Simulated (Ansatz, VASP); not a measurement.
**One calculation of BaTiO3, two programs**

```
CELL_PARAMETERS angstrom
4.01176 0.00000 0.00000
0.00000 4.01176 0.00000
0.00000 0.00000 4.15412
ATOMIC_POSITIONS crystal
Ba 0.50000 0.50000 0.58769
Ti 0.00000 0.00000 0.10616
O 0.00000 0.50000 0.06242
O 0.50000 0.00000 0.06242
O 0.00000 0.00000 0.54130
```

Change from the starting cell: hydrostatic strain +1.0%.

Alike in both runs: task single point; functional r2SCAN; k mesh 6 × 6 × 6; non-collinear spin, spin-orbit coupling.

|  | VASP | Ansatz |
| --- | --- | --- |
| version | VASP 6.6.1 | Ansatz 0.2.0 |
| potentials or method | VASP PAW PBE potentials, release 64 (Ba_sv, Ti_sv, O) | plane waves, PAW |
| plane-wave cutoff (eV) | 520 | 500 |
| occupations | gaussian, width 0.01 eV | fixed |
| valence electrons in the cell | 40 | 40 |

|  | VASP | Ansatz | Ansatz less VASP |
| --- | --- | --- | --- |
| pressure (GPa) | -2.2 | -4.0 | -1.77 |
| traceless stress, the component that is largest in VASP (GPa) | 1.44 | 1.27 | -0.168 |
| rms of the force components (eV/Å) | 0.068 | 0.001 | -0.0676 |

VASP's potentials were made for PBE, not for r2SCAN. Atom by atom the forces differ by 0.069 eV/Å (rms over components).
